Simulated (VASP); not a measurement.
# Ag (Fm-3m) in VASP: single point with LDA

Aim: the single point of Ag with LDA.

All numbers are computed with VASP 6.6.1; they aren't measurements. Logs are shortened: lines on timing, memory, paths and dates and some standing lists are left out, and cuts for length are marked.

### 1 The cell of the first run

The structure is cubic, space group Fm-3m (No. 225). The conventional cell has a = 4.149 Å, b = 4.149 Å, c = 4.149 Å, α = 90.00°, β = 90.00°, γ = 90.00°. Ag (site symmetry m-3m) has 12 Ag at 2.93 Å within 3.9 Å.

### 2 Single point, LDA

Contents of INCAR:

```
PREC = Accurate
ENCUT = 500
EDIFF = 1E-6
ISMEAR = 1
SIGMA = 0.1
LREAL = F
LASPH = T
NELM = 120
ALGO = Normal
ISIF = 2
LWAVE = F
LCHARG = F
NBANDS = 102
GGA_COMPAT = F
```

Contents of KPOINTS:

```
Automatic mesh
0
Gamma
  3 3 3
```

Contents of POSCAR:

```
Ag
1.0
   -4.1487450966      4.1487450966      4.1487450966
    4.1487450966     -4.1487450966      4.1487450966
    4.1487450966      4.1487450966     -4.1487450966
Ag
16
Direct
    0.0000000000      0.0000000000      0.0000000000
    0.0000000000      0.2500000000      0.7500000000
    0.0000000000      0.5000000000      0.5000000000
    0.0000000000      0.7500000000      0.2500000000
    0.2500000000      0.0000000000      0.7500000000
    0.2500000000      0.2500000000      0.5000000000
    0.2500000000      0.5000000000      0.2500000000
    0.2500000000      0.7500000000      0.0000000000
    0.5000000000      0.0000000000      0.5000000000
    0.5000000000      0.2500000000      0.2500000000
    0.5000000000      0.5000000000      0.0000000000
    0.5000000000      0.7500000000      0.7500000000
    0.7500000000      0.0000000000      0.2500000000
    0.7500000000      0.2500000000      0.0000000000
    0.7500000000      0.5000000000      0.7500000000
    0.7500000000      0.7500000000      0.5000000000
```

Potentials or basis: VASP PAW LDA potentials, release 64 (Ag).

Run with:

```bash
cat potpaw_LDA.64/Ag/POTCAR > POTCAR
mpirun -np 1 vasp_std > vasp.out
```

OUTCAR:

```text
PREC = Accurate
   ENCUT = 500
   EDIFF = 1E-6
   ISMEAR = 1
   LREAL = F
   LASPH = T
   NELM = 120
   ISIF = 2

 ion  position               nearest neighbor table
   1  0.000  0.000  0.000-   2 2.93   4 2.93   5 2.93   6 2.93   8 2.93  13 2.93  14 2.93  16 2.93
                            10 2.93   7 2.93  15 2.93  12 2.93
   2  0.000  0.250  0.750-   1 2.93   3 2.93   5 2.93   6 2.93   7 2.93  14 2.93  15 2.93  13 2.93
                            11 2.93   8 2.93  16 2.93   9 2.93
   3  0.000  0.500  0.500-   2 2.93   4 2.93   6 2.93   7 2.93   8 2.93  15 2.93  16 2.93  14 2.93
                            12 2.93   5 2.93  13 2.93  10 2.93
   4  0.000  0.750  0.250-   1 2.93   3 2.93   5 2.93   7 2.93   8 2.93  13 2.93  16 2.93  15 2.93
                             9 2.93   6 2.93  14 2.93  11 2.93
   5  0.250  0.000  0.750-   1 2.93   2 2.93   6 2.93   8 2.93   9 2.93  10 2.93  12 2.93   4 2.93
                            14 2.93  11 2.93   3 2.93  16 2.93
   6  0.250  0.250  0.500-   2 2.93   3 2.93   5 2.93   7 2.93   9 2.93  10 2.93  11 2.93   1 2.93
                            15 2.93  12 2.93   4 2.93  13 2.93
   7  0.250  0.500  0.250-   3 2.93   4 2.93   6 2.93   8 2.93  10 2.93  11 2.93  12 2.93   2 2.93
                            16 2.93   9 2.93   1 2.93  14 2.93
   8  0.250  0.750  0.000-   1 2.93   4 2.93   5 2.93   7 2.93   9 2.93  11 2.93  12 2.93   3 2.93
                            13 2.93  10 2.93   2 2.93  15 2.93
   9  0.500  0.000  0.500-   5 2.93   6 2.93  10 2.93  12 2.93  13 2.93  14 2.93  16 2.93   8 2.93
                             2 2.93  15 2.93   7 2.93   4 2.93
  10  0.500  0.250  0.250-   6 2.93   7 2.93   9 2.93  11 2.93  13 2.93  14 2.93  15 2.93   5 2.93
                            16 2.93   3 2.93   8 2.93   1 2.93
  11  0.500  0.500  0.000-   7 2.93   8 2.93  10 2.93  12 2.93  14 2.93  15 2.93  16 2.93   6 2.93
                             4 2.93  13 2.93   5 2.93   2 2.93
  12  0.500  0.750  0.750-   5 2.93   8 2.93   9 2.93  11 2.93  13 2.93  15 2.93  16 2.93   7 2.93
                            14 2.93   1 2.93   6 2.93   3 2.93
  13  0.750  0.000  0.250-   1 2.93   2 2.93   4 2.93   9 2.93  10 2.93  14 2.93  16 2.93  12 2.93
                             6 2.93   3 2.93  11 2.93   8 2.93
  14  0.750  0.250  0.000-   1 2.93   2 2.93   3 2.93  10 2.93  11 2.93  13 2.93  15 2.93   9 2.93
                             7 2.93   4 2.93  12 2.93   5 2.93
  15  0.750  0.500  0.750-   2 2.93   3 2.93   4 2.93  11 2.93  12 2.93  14 2.93  16 2.93  10 2.93
                             8 2.93   1 2.93   9 2.93   6 2.93
  16  0.750  0.750  0.500-   1 2.93   3 2.93   4 2.93   9 2.93  12 2.93  13 2.93  15 2.93  11 2.93
                             5 2.93   2 2.93  10 2.93   7 2.93

  LATTYP: Found a body centered cubic cell.
 ALAT       =     8.2974901932

  Lattice vectors:

 A1 = (  -4.1487450966,   4.1487450966,   4.1487450966)
 A2 = (   4.1487450966,  -4.1487450966,   4.1487450966)
 A3 = (   4.1487450966,   4.1487450966,  -4.1487450966)

Analysis of symmetry for initial positions (statically):
[... 139 lines left out ...]
   IALGO  =     38    algorithm
   IMIX   =      4    mixing-type and parameters
     AMIX     =   0.40;   BMIX     =  1.00
     AMIX_MAG =   1.60;   BMIX_MAG =  1.00
  volume/ion in A,a.u.               =      17.85       120.47
  Fermi-wavevector in a.u.,A,eV,Ry     =   1.393079  2.632537 26.404393  1.940668
  Thomas-Fermi vector in A             =   2.516759
   LORBIT       =      0    0 simple, 1 ext, 2 COOP (PROOUT), +10 PAW based schemes
   GGA     = CA    functional components
   LHFCALC =     F    Hartree Fock is set to
   AEXX    =    0.0000 exact exchange contribution
   IVDW    =     0    specifies the selected vdW correction
   LEPSILON=     F    determine dielectric tensor
   LRPA    =     F    only Hartree local field effects (RPA)
 non-spin polarized calculation
 Methfessel and Paxton  Order N= 1 SIGMA  =   0.10
  energy-cutoff  :      500.00
  volume of cell :      285.63
 maximum number of plane-waves:      7278
 NGX is ok and might be reduce to    54
   NGX = 27   NGY = 27   NGZ = 27

 number of electron     175.9999904 magnetization

 Free energy of the ion-electron system (eV)
  ---------------------------------------------------
  ext. energy  EPLUGINS =         0.00000000
  ---------------------------------------------------
  free energy    TOTEN  =       -59.40184191 eV

  energy without entropy =      -59.38231344  energy(sigma->0) =      -59.39533242

 E-fermi :   7.2910     XC(G=0): -12.3161

 val. band max:        7.2774045726   @ k =   0.3333   0.0000   0.0000
 cond. band min:       8.0775607632   @ k =   0.3333   0.3333   0.0000
 fundamental gap:      0.8001561906
 Fermi energy:         7.2910455099

 k-point     1 :       0.0000    0.0000    0.0000
  band No.  band energies     occupation
      1       0.0201      2.00000
      2       1.3869      2.00000
      3       1.3869      2.00000
      4       1.3869      2.00000
      5       1.5074      2.00000
      6       1.5074      2.00000
[... 401 lines left out ...]
     99      11.6988      0.00000
    100      11.6988      0.00000
 [bands above 100 left out]

------------------------ aborting loop because EDIFF is reached ----------------------------------------

  FORCE on cell =-STRESS in cart. coord.  units (eV):
  Direction    XX          YY          ZZ          XY          YZ          ZX
  --------------------------------------------------------------------------------------
  -------------------------------------------------------------------------------------
  Total      -19.6748664    -19.6748664    -19.6748664      0.0000000      0.0000000      0.0000000
  in kB     -110.3601106   -110.3601106   -110.3601106      0.0000000      0.0000000      0.0000000
  external PRESSURE =    -110.3601106 kB  Pullay stress =       0.0000000 kB

 VOLUME and BASIS-vectors are now :
 -----------------------------------------------------------------------------
  energy-cutoff  :      500.00
  volume of cell :      285.63
      direct lattice vectors                 reciprocal lattice vectors
    -4.148745097  4.148745097  4.148745097     0.000000000  0.120518371  0.120518371
     4.148745097 -4.148745097  4.148745097     0.120518371  0.000000000  0.120518371
     4.148745097  4.148745097 -4.148745097     0.120518371  0.120518371  0.000000000

 POSITION                                       TOTAL-FORCE (eV/Angst)
 -----------------------------------------------------------------------------------
      0.00000      0.00000      0.00000        -0.000000     -0.000000      0.000000
      4.14875      2.07437     -2.07437        -0.000000      0.000000     -0.000000
      4.14875      0.00000      0.00000         0.000000     -0.000000      0.000000
      4.14875     -2.07437      2.07437         0.000000      0.000000      0.000000
      2.07437      4.14875     -2.07437        -0.000000      0.000000     -0.000000
      2.07437      2.07437      0.00000        -0.000000     -0.000000     -0.000000
[... 8 lines left out ...]
      2.07437      4.14875      2.07437        -0.000000     -0.000000      0.000000
      2.07437      2.07437      4.14875        -0.000000      0.000000     -0.000000
 -----------------------------------------------------------------------------------
    total drift:                                0.000000      0.000000      0.000000

  FREE ENERGIE OF THE ION-ELECTRON SYSTEM (eV)
  ---------------------------------------------------
  free  energy   TOTEN  =       -59.4018419072 eV

  energy  without entropy=      -59.3823134359  energy(sigma->0) =      -59.39533242
```

OSZICAR:

```text
N       E                     dE             d eps       ncg     rms          rms(c)
DAV:   1     0.125827034530E+04    0.12583E+04   -0.88561E+04   816   0.167E+03
DAV:   2    -0.185927159569E+02   -0.12769E+04   -0.12183E+04   836   0.389E+02
DAV:   3    -0.636882804452E+02   -0.45096E+02   -0.44039E+02   874   0.748E+01
DAV:   4    -0.641666915359E+02   -0.47841E+00   -0.47786E+00   852   0.748E+00
DAV:   5    -0.641705452901E+02   -0.38538E-02   -0.38537E-02   854   0.682E-01    0.195E+01
DAV:   6    -0.595971348961E+02    0.45734E+01   -0.18004E+01   840   0.181E+01    0.125E+01
DAV:   7    -0.594650062501E+02    0.13213E+00   -0.19364E-01   840   0.139E+00    0.708E+00
DAV:   8    -0.594017368807E+02    0.63269E-01   -0.83177E-03   858   0.403E-01    0.149E-01
DAV:   9    -0.594018217084E+02   -0.84828E-04   -0.28110E-04   854   0.557E-02    0.378E-02
DAV:  10    -0.594018418928E+02   -0.20184E-04   -0.25013E-05   864   0.223E-02    0.376E-03
DAV:  11    -0.594018419072E+02   -0.14385E-07   -0.12129E-06   462   0.410E-03
   1 F= -.59401842E+02 E0= -.59395332E+02  d E =-.195285E-01
```

stdout:

```text
POSCAR found type information on POSCAR Ag
 POSCAR found :  1 types and      16 ions
 scaLAPACK will be used
 LDA part: xc-table for (Slater(with rela. corr.)+CA(PZ))
 , standard interpolation
 POSCAR, INCAR and KPOINTS ok, starting setup
 FFT: planning ... GRIDC
 FFT: planning ... GRID_SOFT
 FFT: planning ... GRID
 WAVECAR not read
 entering main loop
```

Run time: 4.4 min. Hardware: 1 thread of AMD EPYC 7R13, shared host; peak memory 0.33 GiB.

What came out:

```yaml
Free_energy: -59.4018 eV
Pressure: -11.0 GPa
Band_gap_on_the_k_mesh: zero (bands 88 and 89 overlap by 1.14 eV)
```

Caveat: the cell stands under tension.

The gap in the log of VASP goes by the Fermi energy; the results here count the filled bands.